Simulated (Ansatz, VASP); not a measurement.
# Zr: VASP beside Ansatz

File INCAR:

```
SYSTEM = Zr
PREC = Accurate ; ENCUT = 520
EDIFF = 1E-6 ; ISMEAR = -1
SIGMA = 0.08 ; LREAL = .False.
LASPH = .True. ; NELM = 100
ALGO = Normal ; ISIF = 2
LWAVE = .False. ; LCHARG = .True.
GGA = PS ; LELF = .True.
LVHAR = .True. ; NBANDS = 12
```

File KPOINTS:

```
regular mesh
0
Gamma
  14 14 14
  0 0 0
```

Contents of POSCAR:

```
Zr
1.0
   -1.8396774058      1.8396774058      1.8396774058
    1.8396774058     -1.8396774058      1.8396774058
    1.8396774058      1.8396774058     -1.8396774058
Zr
1
Direct
    0.0000000000      0.0000000000      0.0000000000
```

Input for Ansatz:

```yaml
crystal:
  lattice:
    - [-1.8396774058, 1.8396774058, 1.8396774058]
    - [1.8396774058, -1.8396774058, 1.8396774058]
    - [1.8396774058, 1.8396774058, -1.8396774058]
  atoms:
    - { symbol: Zr, position: [0.0, 0.0, 0.0] }
kpoints:
  mp_grid: { grid: [14, 14, 14] }
scf:
  occupations: { method: fermi_dirac, width: 0.08 }
hamiltonian:
  xc: pbesol
  pseudopotentials: { kind: all_electron, lapw: { basis_error: 0.0005 } }
output:
  forces: true
  stress: true
  eigenvalues: true
```

Change from the starting cell: volume scaled by 1.05.

Alike in both runs: task single point; functional PBEsol; k mesh 14 × 14 × 14; occupations fermi-dirac, width 0.08 eV; no spin polarisation.

|  | VASP | Ansatz |
| --- | --- | --- |
| version | VASP 6.6.1 | Ansatz 0.2.0 |
| potentials or method | VASP PAW PBE potentials, release 64 (Zr_sv), cutoff 520 eV | all-electron LAPW, scalar-relativistic |

```tsv
	VASP	Ansatz	Ansatz less VASP
pressure (GPa)	-9.8	-9.8	-0.03
```

VASP's potentials were made for PBE, not for PBEsol. Ansatz ran all-electron here, and VASP with PAW potentials.
